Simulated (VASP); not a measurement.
A run of VASP 6.6.1 is set up as follows.

File INCAR:

```
SYSTEM = Si2W
ALGO     = Normal         ! electronic algorithm
EDIFF    = 1E-7           ! SCF threshold, eV
ENCUT    = 520            ! plane-wave cutoff, eV
GGA      = PE             ! functional
ISIF     = 2              ! what is computed and relaxed
ISMEAR   = 0              ! smearing method
LASPH    = .TRUE.         ! aspherical terms in the spheres
LCHARG   = .FALSE.        ! write CHGCAR
LREAL    = .FALSE.        ! projectors in reciprocal space
LWAVE    = .FALSE.        ! write WAVECAR
NBANDS   = 18             ! bands
NELM     = 80             ! most SCF steps
PREC     = Accurate       ! precision mode
SIGMA    = 0.15           ! smearing width, eV
```

KPOINTS

```
k-points
0
G
  18 18 18
  0 0 0
```

POSCAR

```
Si2W
1.0
   -1.6641748970      1.6641748970      3.7029555634
    1.6641748970     -1.6641748970      3.7029555634
    1.6641748970      1.6641748970     -3.7029555634
Si W
2 1
Direct
    0.3663500835      0.3663500835      0.0000000000
    0.6336499165      0.6336499165      0.0000000000
    0.0000000000      0.0000000000      0.0000000000
```

Potentials or basis: VASP PAW PBE potentials, release 64 (Si, W_sv).

Run with:

```bash
$ cat potpaw_PBE.64/Si/POTCAR potpaw_PBE.64/W_sv/POTCAR > POTCAR
$ mpirun -np 1 vasp_std > vasp.out
```

(1) What does it give for the band gap on the k mesh?

(2) Predict the largest force.

Answers

(1) zero (band 11 reaches 11.71 eV, above the bottom of band 12 at 11.08 eV).

(2) 10.045 eV/Å.

Caveat: spin-orbit coupling is left out, which moves the levels of the heavy elements; forces of over 1 eV/Å act on the atoms, so gaps and moduli don't describe the material at rest.
